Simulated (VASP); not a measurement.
# Y (Fm-3m) in VASP: a series of runs, part 2 of 2

VASP 6.6.1. Earlier steps stand in the parts before.

## Step 4: Relaxation of cell and atoms, PBE

This run uses another cell than the first one, of 32.35 Å³/atom, 0.998 times its volume.

INCAR reads:

```
SYSTEM = Y
PREC = Accurate
ENCUT = 600
EDIFF = 1E-6
ISMEAR = 0
SIGMA = 0.1
LREAL = .FALSE.
LASPH = .TRUE.
NELM = 100
ALGO = Normal
ISIF = 3
LWAVE = .FALSE.
LCHARG = .FALSE.
GGA = PE
IBRION = 2
NSW = 100
EDIFFG = -0.01
```

KPOINTS reads:

```
regular mesh
0
G
  18 18 18
  0 0 0
```

POSCAR reads:

```
Y
1.0
    0.0000000000      2.5289673891      2.5289673891
    2.5289673891      0.0000000000      2.5289673891
    2.5289673891      2.5289673891      0.0000000000
Y
1
Direct
    0.5000000000      0.5000000000      0.5000000000
```

Potentials or basis: VASP PAW PBE potentials, release 64 (Y_sv).

Run with:

```
cat potpaw_PBE.64/Y_sv/POTCAR > POTCAR
mpirun -np 1 vasp_std > vasp.out
```

OUTCAR:

```text
SYSTEM = Y
   PREC = Accurate
   ENCUT = 600
   EDIFF = 1E-6
   ISMEAR = 0
   LREAL = .FALSE.
   LASPH = .TRUE.
   NELM = 100
   ISIF = 3
   GGA = PE
   IBRION = 2
   NSW = 100
   EDIFFG = -0.01

 ion  position               nearest neighbor table
   1  0.500  0.500  0.500-

  LATTYP: Found a face centered cubic cell.
 ALAT       =     5.0579347782

  Lattice vectors:

 A1 = (   0.0000000000,   2.5289673891,   2.5289673891)
 A2 = (   2.5289673891,   0.0000000000,   2.5289673891)
[... 473 lines left out ...]
------------------------ aborting loop because EDIFF is reached ----------------------------------------

  FORCE on cell =-STRESS in cart. coord.  units (eV):
  Direction    XX          YY          ZZ          XY          YZ          ZX
  --------------------------------------------------------------------------------------
  -------------------------------------------------------------------------------------
  Total       -0.0044077     -0.0044077     -0.0044077      0.0000000      0.0000000     -0.0000000
  in kB       -0.2183070     -0.2183070     -0.2183070      0.0000000      0.0000000     -0.0000000
  external PRESSURE =      -0.2183070 kB  Pullay stress =       0.0000000 kB

 VOLUME and BASIS-vectors are now :
 -----------------------------------------------------------------------------
  energy-cutoff  :      600.00
  volume of cell :       32.35
      direct lattice vectors                 reciprocal lattice vectors
     0.000000000  2.528967389  2.528967389    -0.197709153  0.197709153  0.197709153
     2.528967389  0.000000000  2.528967389     0.197709153 -0.197709153  0.197709153
     2.528967389  2.528967389  0.000000000     0.197709153  0.197709153 -0.197709153

 POSITION                                       TOTAL-FORCE (eV/Angst)
 -----------------------------------------------------------------------------------
      2.52897      2.52897      2.52897         0.000000      0.000000      0.000000
 -----------------------------------------------------------------------------------
    total drift:                                0.000000     -0.000000      0.000000

  FREE ENERGIE OF THE ION-ELECTRON SYSTEM (eV)
  ---------------------------------------------------
  free  energy   TOTEN  =        -6.4114914152 eV

  energy  without entropy=       -6.4042142591  energy(sigma->0) =       -6.40785284

 reached required accuracy - stopping structural energy minimisation
```

OSZICAR:

```text
N       E                     dE             d eps       ncg     rms          rms(c)
DAV:   1     0.257209800601E+02    0.25721E+02   -0.62658E+03  3510   0.120E+03
DAV:   2    -0.504617738803E+01   -0.30767E+02   -0.30342E+02  4351   0.172E+02
DAV:   3    -0.648170390980E+01   -0.14355E+01   -0.14240E+01  4839   0.306E+01
DAV:   4    -0.659326975550E+01   -0.11157E+00   -0.11144E+00  5032   0.500E+00
DAV:   5    -0.659500317313E+01   -0.17334E-02   -0.17331E-02  4781   0.585E-01    0.221E+01
DAV:   6    -0.643973702991E+01    0.15527E+00   -0.23353E-01  3718   0.389E+00    0.134E+01
DAV:   7    -0.641449738528E+01    0.25240E-01   -0.35515E-01  3770   0.465E+00    0.129E+00
DAV:   8    -0.641204674191E+01    0.24506E-02   -0.52997E-02  4230   0.196E+00    0.465E-01
DAV:   9    -0.641155812659E+01    0.48862E-03   -0.11633E-03  4698   0.289E-01    0.129E-01
DAV:  10    -0.641149648289E+01    0.61644E-04   -0.33054E-04  4603   0.201E-01    0.412E-02
DAV:  11    -0.641149285078E+01    0.36321E-05   -0.98338E-06  4118   0.308E-02    0.244E-02
DAV:  12    -0.641149173020E+01    0.11206E-05   -0.50039E-06  3788   0.260E-02    0.138E-02
DAV:  13    -0.641149141519E+01    0.31501E-06   -0.12513E-07  1991   0.289E-03
   1 F= -.64114914E+01 E0= -.64078528E+01  d E =-.641149E+01
```

CONTCAR:

```text
Y
   1.00000000000000
     0.0000000000000000    2.5289673891000000    2.5289673891000000
     2.5289673891000000    0.0000000000000000    2.5289673891000000
     2.5289673891000000    2.5289673891000000    0.0000000000000000
  Y
     1
Direct
     0.5000000000000000    0.5000000000000000    0.5000000000000000

  0.00000000E+00  0.00000000E+00  0.00000000E+00
```

It took 1.8 min on 1 thread of AMD EPYC 7R43 (Zen 3), shared host; peak memory 0.22 GiB.

What came out:

```
Free energy             : -6.4115 eV
Pressure after relaxing : 0.0 GPa
```

Final structure:
```
Y
1.0
     0.00000    2.52897    2.52897
     2.52897    0.00000    2.52897
     2.52897    2.52897    0.00000
Y
1
Direct
  0.50000 0.50000 0.50000
```

Caveat: the relaxation stopped at its first step, so nothing moved.

## Step 5: Overview

| task | cell | k mesh | cutoff (eV) | gap on the mesh (eV) | pressure (GPa) |
| --- | --- | --- | --- | --- | --- |
| single point | a = 3.579 Å, angles 120.0, 120.0, 90.0°, 1 atom | 22 × 22 × 22 | 520 | none | -0.1 |
| single point | a = 3.579 Å, angles 60.0°, 1 atom | 18 × 18 × 18 | 520 | none | -0.1 |
| relaxation of cell and atoms | relaxed from a = 3.576 Å, angles 60.0°, 1 atom | 18 × 18 × 18 | 600 | none | 0.0 |

Alike in all rows: level PBE; potentials or basis VASP PAW PBE potentials, release 64 (Y_sv); no spin polarisation; smearing gaussian 0.1 eV.

Caveats: the relaxation stopped at its first step, so nothing moved (some runs).

Absolute energies hang on the potentials; compare differences alone.
